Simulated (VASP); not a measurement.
# CdP2C (P-4m2) in VASP: further runs

Aim: see how the results for CdP2C move with the level of theory and the settings. Levels: HSE06, r2SCAN, PBE-based screened hybrid with 75 % exact exchange. Tasks: single point.

Program: VASP 6.6.1. These are calculated values, not measurements. Logs are shortened: lines on timing, memory, paths and dates and some standing lists are left out, and cuts for length are marked.

### Step 1. The cell of the first run

Symmetry: P-4m2, No. 115, tetragonal system. The conventional cell has a = 3.305 Å, b = 3.305 Å, c = 5.972 Å, α = 90.00°, β = 90.00°, γ = 90.00°. Within 3.4 Å of Cd (site symmetry -4m2) lie 4 P at 2.56 Å and 4 Cd at 3.30 Å. P (site symmetry 2mm) has 2 C at 1.95 Å and 2 Cd at 2.56 Å within 2.6 Å. C (site symmetry -4m2) has 4 P at 1.95 Å within 2.6 Å.

### Step 2. Single point, HSE06

File POSCAR:

```
CdP2C
1.0
    3.3048441637      0.0000000000      0.0000000000
    0.0000000000      3.3048441637      0.0000000000
    0.0000000000      0.0000000000      5.9718372581
Cd P C
1 2 1
Direct
    0.0000000000      0.0000000000      0.0000000000
    0.0000000000      0.5000000000      0.3265445761
    0.5000000000      0.0000000000      0.6734554239
    0.5000000000      0.5000000000      0.5000000000
```

File INCAR.step1:

```
SYSTEM = CdP2C
ALGO = Normal ; EDIFF = 1E-5
ENCUT = 520 ; GGA = PE
ISIF = 2 ; ISMEAR = -1
LASPH = .TRUE. ; LREAL = .FALSE.
LWAVE = .TRUE. ; NBANDS = 21
NELM = 100 ; PREC = Accurate
SIGMA = 0.02
```

File INCAR.step2:

```
SYSTEM = CdP2C
ALGO = Normal ; EDIFF = 1E-6
ENCUT = 520 ; GGA = PE
HFSCREEN = 0.2079 ; ISIF = 2
ISMEAR = -1 ; ISTART = 1
LASPH = .TRUE. ; LCHARG = .TRUE.
LELF = .TRUE. ; LHFCALC = .TRUE.
LREAL = .FALSE. ; LVHAR = .TRUE.
LWAVE = .FALSE. ; NBANDS = 21
NELM = 100 ; PREC = Accurate
PRECFOCK = Normal ; SIGMA = 0.02
```

File KPOINTS:

```
k-points
0
G
  4 4 2
  0 0 0
```

Potentials or basis: VASP PAW PBE potentials, release 64 (Cd, P, C).

Command:

```console
$ cat potpaw_PBE.64/Cd/POTCAR potpaw_PBE.64/P/POTCAR potpaw_PBE.64/C/POTCAR > POTCAR
$ cp INCAR.step1 INCAR
$ mpirun -np 1 vasp_std > vasp.out
$ cp INCAR.step2 INCAR
$ mpirun -np 1 vasp_std > vasp.out
```

OUTCAR:

```text
SYSTEM = CdP2C
   EDIFF = 1E-6
   ENCUT = 520
   GGA = PE
   HFSCREEN = 0.2079
   ISIF = 2
   ISMEAR = -1
   ISTART = 1
   LASPH = .TRUE.
   LHFCALC = .TRUE.
   LREAL = .FALSE.
   NELM = 100
   PREC = Accurate
   PRECFOCK = Normal

 ion  position               nearest neighbor table
   1  0.000  0.000  0.000-   2 2.56   3 2.56   2 2.56   3 2.56
   2  0.000  0.500  0.327-   4 1.95   4 1.95   1 2.56   1 2.56
   3  0.500  0.000  0.673-   4 1.95   4 1.95   1 2.56   1 2.56
   4  0.500  0.500  0.500-   2 1.95   3 1.95   3 1.95   2 1.95

  LATTYP: Found a simple tetragonal cell.
 ALAT       =     3.3048441637
 C/A-ratio  =     1.8069951145

  Lattice vectors:

 A1 = (   3.3048441637,   0.0000000000,   0.0000000000)
 A2 = (   0.0000000000,   3.3048441637,   0.0000000000)
 A3 = (   0.0000000000,   0.0000000000,   5.9718372581)

Analysis of symmetry for initial positions (statically):
=====================================================================
 Subroutine PRICEL returns:
 Original cell was already a primitive cell.

 Routine SETGRP: Setting up the symmetry group for a
 simple tetragonal supercell.

 Subroutine GETGRP returns: Found  8 space group operations
 (whereof  8 operations were pure point group operations)
 out of a pool of 16 trial point group operations.

The static configuration has the point symmetry D_2d.

Analysis of symmetry for dynamics (positions and initial velocities):
=====================================================================
 Subroutine PRICEL returns:
 Original cell was already a primitive cell.

 Routine SETGRP: Setting up the symmetry group for a
 simple tetragonal supercell.

 Subroutine GETGRP returns: Found  8 space group operations
 (whereof  8 operations were pure point group operations)
 out of a pool of 16 trial point group operations.

The dynamic configuration has the point symmetry D_2d.

 Subroutine INISYM returns: Found  8 space group operations
 (whereof  8 operations are pure point group operations),
 and found     1 'primitive' translations

----------------------------------------------------------------------------------------

                                     Primitive cell

  volume of cell :      65.2244

  direct lattice vectors                    reciprocal lattice vectors
     3.304844164  0.000000000  0.000000000     0.302586128  0.000000000  0.000000000
     0.000000000  3.304844164  0.000000000     0.000000000  0.302586128  0.000000000
     0.000000000  0.000000000  5.971837258     0.000000000  0.000000000  0.167452654

  length of vectors
     3.304844164  3.304844164  5.971837258     0.302586128  0.302586128  0.167452654

  position of ions in fractional coordinates (direct lattice)
     0.000000000  0.000000000  0.000000000
     0.000000000  0.500000000  0.326544576
     0.500000000  0.000000000  0.673455424
     0.500000000  0.500000000  0.500000000

  ion indices of the primitive-cell ions
   primitive index   ion index
                 1           1
                 2           2
                 3           3
                 4           4

----------------------------------------------------------------------------------------

 KPOINTS: k-points

Automatic generation of k-mesh.
 Grid dimensions read from file:
 generate k-points for:    4    4    2

 Generating k-lattice:

  Cartesian coordinates                     Fractional coordinates (reciprocal lattice)
     0.075646532  0.000000000  0.000000000     0.250000000  0.000000000  0.000000000
     0.000000000  0.075646532  0.000000000     0.000000000  0.250000000  0.000000000
     0.000000000  0.000000000  0.083726327     0.000000000  0.000000000  0.500000000

  Length of vectors
     0.075646532  0.075646532  0.083726327

  Shift w.r.t. Gamma in fractional coordinates (k-lattice)
     0.000000000  0.000000000  0.000000000

 Subroutine IBZKPT returns following result:
 ===========================================

 Found     12 irreducible k-points:

 Following reciprocal coordinates:
            Coordinates               Weight
  0.000000  0.000000  0.000000      1.000000
  0.250000  0.000000  0.000000      4.000000
  0.500000  0.000000  0.000000      2.000000
  0.250000  0.250000  0.000000      4.000000
  0.500000  0.250000  0.000000      4.000000
  0.500000  0.500000  0.000000      1.000000
  0.000000  0.000000  0.500000      1.000000
  0.250000  0.000000  0.500000      4.000000
  0.500000  0.000000  0.500000      2.000000
  0.250000  0.250000  0.500000      4.000000
  0.500000  0.250000  0.500000      4.000000
  0.500000  0.500000  0.500000      1.000000
   k-points           NKPTS =     12   k-points in BZ     NKDIM =     32   number of bands    NBANDS=     21
   number of dos      NEDOS =    301   number of ions     NIONS =      4
   total plane-waves  NPLWV =  37632
   dimension x,y,z NGX =    28 NGY =   28 NGZ =   48
   dimension x,y,z NGXF=    56 NGYF=   56 NGZF=   96
   ions per type =               1   2   1
   NGX,Y,Z   is equivalent  to a cutoff of  14.09, 14.09, 13.36 a.u.
   NGXF,Y,Z  is equivalent  to a cutoff of  28.17, 28.17, 26.72 a.u.
 SYSTEM =  CdP2C
   PREC   = accura    normal or accurate (medium, high low for compatibility)
   ISTART =      1    job   : 0-new  1-cont  2-samecut
   ICHARG =      0    charge: 1-file 2-atom 10-const
   ISPIN  =      1    spin polarized calculation?
   LNONCOLLINEAR =      F non collinear calculations
   LSORBIT =      F    spin-orbit coupling
   LASPH  =      T    aspherical Exc in radial PAW
   ENCUT  =  520.0 eV  38.22 Ry    6.18 a.u.   6.14  6.14 11.10*2*pi/ulx,y,z
   NELM   =    100;   NELMIN=  2; NELMDL=  0     # of ELM steps
   EDIFF  = 0.1E-05   stopping-criterion for ELM
   LREAL  =      F    real-space projection
   EDIFFG = 0.1E-04   stopping-criterion for IOM
   NSW    =      0    number of steps for IOM
   IBRION =     -1    ionic relax: 0-MD 1-quasi-New 2-CG
   NFREE  =      0    steps in history (QN), initial steepest desc. (CG)
   ISIF   =      2    stress and relaxation
   ISYM   =      3    0-nonsym 1-usesym 2-fastsym
   POTIM  = 0.5000    time-step for ionic-motion
   TEBEG  =    0.0;   TEEND  =   0.0 temperature during run
   PSTRESS=    0.0 pullay stress
   NELECT =      26.0000    total number of electrons
   NUPDOWN=      -1.0000    fix difference up-down
   EMIN   =  10.00;   EMAX   =-10.00  energy-range for DOS
   EFERMI =   0.00;   METHOD = LEGACY
   ISMEAR =    -1;   SIGMA  =   0.02  broadening in eV -4-tet -1-fermi 0-gaus
   EFERMI_NEDOS =   21; number of points for ismear=-14 and -15
   IALGO  =     38    algorithm
   IMIX   =      1    mixing-type and parameters
     AMIX     =   0.40;   BMIX     =  1.00
     AMIX_MAG =   1.60;   BMIX_MAG =  1.00
  volume/ion in A,a.u.               =      16.31       110.04
  Fermi-wavevector in a.u.,A,eV,Ry     =   1.204840  2.276817 19.750747  1.451639
  Thomas-Fermi vector in A             =   2.340553
   LORBIT       =      0    0 simple, 1 ext, 2 COOP (PROOUT), +10 PAW based schemes
   GGA     = PE    functional components
   LHFCALC =     T    Hartree Fock is set to
   PRECFOCK=normal    Normal, Fast or Accurate (Low or Medium for compatibility)
   ENCUT4O =  -1.0   cutoff for four orbital integrals eV
   NKREDX  =     1    reduce k-point grid by
   NKREDY  =     1    reduce k-point grid by
   NKREDZ  =     1    reduce k-point grid by
   AEXX    =    0.2500 exact exchange contribution
   HFSCREEN=    0.2079 screening length (either q_TF or 0.3 A-1)
   HFSCREENC=   0.2079 screening length for correlation (either q_TF or 0.3 A-1)
   ENCUTFOCK=  -1.0 apply spherical cutoff to Coloumb kernel
   IVDW    =     0    specifies the selected vdW correction
   LEPSILON=     F    determine dielectric tensor
   LRPA    =     F    only Hartree local field effects (RPA)
 non-spin polarized calculation
  energy-cutoff  :      520.00
  volume of cell :       65.22
 maximum number of plane-waves:      1800
 NGX is ok and might be reduce to    28
  NGX = 20; NGY = 20; NGZ = 36

 number of electron      26.0000005 magnetization

 Free energy of the ion-electron system (eV)
  ---------------------------------------------------
  ext. energy  EPLUGINS =         0.00000000
  ---------------------------------------------------
  free energy    TOTEN  =       -21.54573544 eV

  energy without entropy =      -21.54569679  energy(sigma->0) =      -21.54571611

 E-fermi :   6.4355     XC(G=0):  -8.7428

 val. band max:        6.2914853787   @ k =   0.0000   0.0000   0.5000
 cond. band min:       6.5966119627   @ k =   0.2500   0.0000   0.5000
 fundamental gap:      0.3051265840
 Fermi energy:         6.4354860710

 k-point     1 :       0.0000    0.0000    0.0000
  band No.  band energies     occupation
      1     -12.4919      2.00000
      2      -7.3704      2.00000
      3      -5.4628      2.00000
      4      -5.3351      2.00000
      5      -5.1264      2.00000
      6      -5.1264      2.00000
[... 13 lines left out ...]
     20      14.7017      0.00000
     21      15.9022      0.00000

 k-point     2 :       0.2500    0.0000    0.0000
  band No.  band energies     occupation
      1     -11.8345      2.00000
      2      -7.3283      2.00000
      3      -5.5554      2.00000
      4      -5.4753      2.00000
      5      -5.1026      2.00000
      6      -4.9731      2.00000
[... 13 lines left out ...]
     20      14.8793      0.00000
     21      15.4643      0.00000

 k-point     3 :       0.5000    0.0000    0.0000
  band No.  band energies     occupation
      1     -10.7292      2.00000
      2      -8.0550      2.00000
      3      -6.2324      2.00000
      4      -5.5164      2.00000
      5      -5.0848      2.00000
      6      -5.0785      2.00000
[... 13 lines left out ...]
     20      13.6002      0.00000
     21      15.5406      0.00000
[... 169 lines left out ...]
 k-point    11 :       0.5000    0.2500    0.5000
  band No.  band energies     occupation
      1     -10.0446      2.00000
      2      -7.5323      2.00000
      3      -6.0181      2.00000
      4      -5.3169      2.00000
      5      -5.2433      2.00000
      6      -5.0756      2.00000
[... 13 lines left out ...]
     20      13.6997      0.00000
     21      14.3867      0.00000

 k-point    12 :       0.5000    0.5000    0.5000
  band No.  band energies     occupation
      1      -8.6490      2.00000
      2      -7.1498      2.00000
      3      -7.1498      2.00000
      4      -5.5129      2.00000
      5      -5.1377      2.00000
      6      -4.8175      2.00000
[... 13 lines left out ...]
     20      11.1391      0.00000
     21      11.6525      0.00000

------------------------ aborting loop because EDIFF is reached ----------------------------------------

  FORCE on cell =-STRESS in cart. coord.  units (eV):
  Direction    XX          YY          ZZ          XY          YZ          ZX
  --------------------------------------------------------------------------------------
  -------------------------------------------------------------------------------------
  Total       -0.1858581     -0.1858581     -1.0202007      0.0000000      0.0000000     -0.0000000
  in kB       -4.5654339     -4.5654339    -25.0602996      0.0000000      0.0000000     -0.0000000
  external PRESSURE =     -11.3970558 kB  Pullay stress =       0.0000000 kB

 VOLUME and BASIS-vectors are now :
 -----------------------------------------------------------------------------
  energy-cutoff  :      520.00
  volume of cell :       65.22
      direct lattice vectors                 reciprocal lattice vectors
     3.304844164  0.000000000  0.000000000     0.302586128  0.000000000  0.000000000
     0.000000000  3.304844164  0.000000000     0.000000000  0.302586128  0.000000000
     0.000000000  0.000000000  5.971837258     0.000000000  0.000000000  0.167452654

 POSITION                                       TOTAL-FORCE (eV/Angst)
 -----------------------------------------------------------------------------------
      0.00000      0.00000      0.00000         0.000000      0.000000      0.000000
      0.00000      1.65242      1.95007        -0.000000      0.000000      0.868710
      1.65242      0.00000      4.02177        -0.000000      0.000000     -0.868710
      1.65242      1.65242      2.98592        -0.000000      0.000000      0.000000
 -----------------------------------------------------------------------------------
    total drift:                               -0.000000     -0.000000     -0.000000

  FREE ENERGIE OF THE ION-ELECTRON SYSTEM (eV)
  ---------------------------------------------------
  free  energy   TOTEN  =       -21.5457354392 eV

  energy  without entropy=      -21.5456967871  energy(sigma->0) =      -21.54571611
```

Run time: 8 min. Hardware: 1 thread of Intel Xeon 6975P-C (Granite Rapids), shared host; peak memory 0.31 GiB.

Results:

```
Free energy            : -21.5457 eV
Pressure               : -1.1 GPa
Largest force          : 0.869 eV/Å
Band gap on the k mesh : zero (bands 13 and 14 overlap by 0.31 eV)
```

Forces on the atoms (eV/Å):
```
Cd   0.000  0.000  0.000
P    0.000  0.000  0.869
P    0.000  0.000 -0.869
C    0.000  0.000  0.000
```

Caveat: the k points lie up to 0.53 Å⁻¹ apart; the PAW data sets were made with another functional, which shifts forces and pressure a little.

(Continued in part 2 of 2.)
